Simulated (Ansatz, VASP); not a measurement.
## CdMo2: VASP beside Ansatz

```
Cd Mo
1.0
     1.52796    0.88217    6.78993
    -1.52796    0.88217    6.78993
     0.00000   -1.76434    6.78993
Cd Mo
1 2
Direct
  0.00000 0.00000 0.00000
  0.78988 0.78988 0.78988
  0.21012 0.21012 0.21012
```

Alike in both runs: functional PBE; k mesh 18 × 18 × 18; occupations gaussian, width 0.1 eV; no spin polarisation.

Ansatz relaxed the structure, and its values are those at the end. VASP's run is a single point on that final structure, the one shown.

|  | VASP | Ansatz |
| --- | --- | --- |
| version | VASP 6.6.1 | Ansatz 0.2.0 |
| potentials or method | VASP PAW PBE potentials, release 64 (Cd, Mo_sv), cutoff 520 eV | scalar-relativistic, plane waves, PAW |
| valence electrons in the cell | 40 | 48 |

Ansatz gave:

```
gap on the k mesh at the Fermi level (eV) : none
pressure (GPa)                            : 0.0
rms of the force components (eV/Å)        : 0.001
```

**Question.** Which values does VASP return?

**Answer.** gap on the k mesh at the Fermi level (eV): none; pressure (GPa): 0.6; rms of the force components (eV/Å): 0.020.

A gap of «none» marks a metal or a gap that the smearing closes. VASP's potentials hold 40 valence electrons a cell and Ansatz's 48, so a difference there can come from the potentials and not from the codes.
